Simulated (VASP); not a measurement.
Here is a VASP 6.6.1 calculation.

The input INCAR:

```
SYSTEM = Si16Ge
PREC     = Accurate       ! precision mode
ENCUT    = 520            ! plane-wave cutoff, eV
EDIFF    = 1E-7           ! SCF threshold, eV
ISMEAR   = 0              ! smearing method
SIGMA    = 0.05           ! smearing width, eV
LREAL    = Auto         
LASPH    = .True.         ! aspherical terms in the spheres
NELM     = 80             ! most SCF steps
ALGO     = Normal         ! electronic algorithm
ISIF     = 2              ! what is computed and relaxed
LWAVE    = .False.        ! write WAVECAR
LCHARG   = .False.        ! write CHGCAR
GGA      = PS             ! functional
NBANDS   = 53             ! bands
```

File KPOINTS:

```
Automatic mesh
0
Gamma
  2 2 2
  0 0 0
```

POSCAR

```
Si16Ge
1.0
    0.0000000000      5.4300000000      5.4300000000
    5.4300000000      0.0000000000      5.4300000000
    5.4300000000      5.4300000000      0.0000000000
Si Ge
16 1
Direct
   -0.0003466851     -0.0141002762     -0.0006015654
    0.1443819521      0.0669600368      0.1441195212
   -0.0003590239     -0.0140573665      0.5146240331
    0.1044778085      0.1368061694      0.6291619705
    0.0189355433      0.4432902394      0.0186998158
    0.1171702578      0.6140282689      0.1168953039
   -0.0413470534      0.5100840700      0.5154479742
    0.1171104972      0.6140744015      0.6515425414
    0.5148902394     -0.0140852670     -0.0006057090
    0.6294161142      0.1367895948      0.1042315838
    0.4719649171      0.0842083794      0.4717146409
    0.6294034991      0.1368158379      0.6291580110
    0.5156921731      0.5100652855     -0.0415870166
    0.6517714549      0.6140445672      0.1168734807
    0.5156701657      0.5100942910      0.5154405157
    0.5988275322      0.7036078269      0.5986017495
    0.3246860037      0.5260307551      0.3244720074
```

Potentials or basis: VASP PAW PBE potentials, release 64 (Si, Ge_d).

Launch:

```console
$ cat potpaw_PBE.64/Si/POTCAR potpaw_PBE.64/Ge_d/POTCAR > POTCAR
$ mpirun -np 1 vasp_std > vasp.out
```

(1) What does it give for the band gap on the k mesh?

(2) What does it give for the largest force?

(3) What does it give for the pressure?

## Answers

(1) 0.03 eV.

(2) 0.054 eV/Å.

(3) 3.4 GPa.

Caveat: the k points lie up to 0.50 Å⁻¹ apart; semilocal functionals underestimate gaps, and a narrow one can read as zero; the PAW data sets were made with another functional, which shifts forces and pressure a little.
